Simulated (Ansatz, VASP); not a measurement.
La: VASP beside Ansatz

File INCAR:

```
PREC = Accurate
ENCUT = 520
EDIFF = 1E-6
ISMEAR = -1
SIGMA = 0.1
LREAL = F
LASPH = T
NELM = 100
ALGO = Normal
ISIF = 2
LWAVE = F
LCHARG = F
GGA = PE
NBANDS = 12
```

KPOINTS

```
regular mesh
0
Gamma
  12 12 12
```

File POSCAR:

```
La
1.0
    0.0000000000      2.7212992659      2.7212992659
    2.7212992659      0.0000000000      2.7212992659
    2.7212992659      2.7212992659      0.0000000000
La
1
Direct
    0.0000000000      0.0000000000      0.0000000000
```

Input for Ansatz:

```yaml
crystal:
  lattice:
    - [0.0, 2.7212992659, 2.7212992659]
    - [2.7212992659, 0.0, 2.7212992659]
    - [2.7212992659, 2.7212992659, 0.0]
  atoms:
    - { symbol: La, position: [0.0, 0.0, 0.0] }
hamiltonian:
  xc: pbe
  pseudopotentials:
    kind: paw
    azcp:
      La: "pseudopotentials/La.paw.azcp"
basis:
  ecutwfc: 420
  fft_grid_basis: typed
kpoints:
  mp_grid: { grid: [12, 12, 12], shift: [0, 0, 0] }
magnetization:
  spin_polarized: false
scf:
  occupations: { method: fermi_dirac, width: 0.1 }
  lower_state_search: "off"
output:
  stress: true
  write_density: true
  write_potential: true
  elf: true
  volumetric_format: npy
```

Alike in both runs: task single point; functional PBE; k mesh 12 × 12 × 12; occupations fermi-dirac, width 0.1 eV; no spin polarisation.

|  | VASP | Ansatz |
| --- | --- | --- |
| version | VASP 6.6.1 | Ansatz 0.2.0 |
| potentials or method | VASP PAW PBE potentials, release 64 (La), cutoff 520 eV | plane waves (420 eV) with PAW, scalar-relativistic |
| valence electrons in the cell | 11 | 11 |

|  | VASP | Ansatz | Ansatz less VASP |
| --- | --- | --- | --- |
| pressure (GPa) | -1.8 | -1.9 | -0.07 |

Neither program's run includes spin-orbit coupling.
